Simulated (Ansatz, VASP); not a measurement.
# One calculation of HfN, two programs

```
Hf N
1.0
     0.00000    2.46298    2.46298
     2.46298    0.00000    2.46298
     2.46298    2.46298    0.00000
Hf N
1 1
Direct
  0.00000 0.00000 0.00000
  0.75000 0.75000 0.75000
```

Alike in both runs: task single point; functional PBEsol; k mesh 10 × 10 × 10; occupations fermi-dirac, width 0.1 eV; no spin polarisation.

|  | VASP | Ansatz |
| --- | --- | --- |
| version | VASP 6.6.1 | Ansatz 0.2.0 |
| potentials or method | VASP PAW PBE potentials, release 64 (Hf_pv, N), cutoff 520 eV | plane waves, PAW |
| valence electrons in the cell | 15 | 31 |

Ansatz gave:

* pressure (GPa): -6.7

Problem. Estimate VASP's values.

Solution. Pressure (GPa): -7.6.

VASP's potentials were made for PBE, not for PBEsol. With one functional, cell and mesh, what is left measures potentials, basis and numerics. VASP's potentials hold 15 valence electrons a cell and Ansatz's 31, so a difference there can come from the potentials and not from the codes. Ansatz's warnings: stress scf threshold loose.

Neither program's run includes spin-orbit coupling.
